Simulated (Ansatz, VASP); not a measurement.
# ZrB2: VASP beside Ansatz

```
Zr B
1.0
     3.17071    0.00000    0.00000
    -1.58536    2.74592    0.00000
     0.00000    0.00000    3.54313
Zr B
1 2
Cartesian
  0.0000 0.0000 1.7716
  0.0000 1.8306 0.0000
  1.5854 0.9153 0.0000
```

Alike in both runs: task relaxation of cell and atoms; functional PBE; k mesh 12 × 12 × 10; occupations gaussian, width 0.1 eV; no spin polarisation.

|  | VASP | Ansatz |
| --- | --- | --- |
| version | VASP 6.6.1 | Ansatz 0.2.0 |
| potentials or method | VASP PAW PBE potentials, release 64 (Zr_sv, B), cutoff 600 eV | scalar-relativistic, plane waves, PAW |
| valence electrons in the cell | 18 | 18 |

|  | VASP | Ansatz | Ansatz less VASP |
| --- | --- | --- | --- |
| gap on the k mesh at the Fermi level, each at its own relaxed structure (eV) | none | none | - |
| relaxed volume (Å³/atom) | 10.29 | 10.28 | -0.006 |
| relaxed cell length with the largest relative difference (Å) | 3.544 | 3.543 | -0.0012 |

A gap of «none» marks a metal or a gap that the smearing closes.
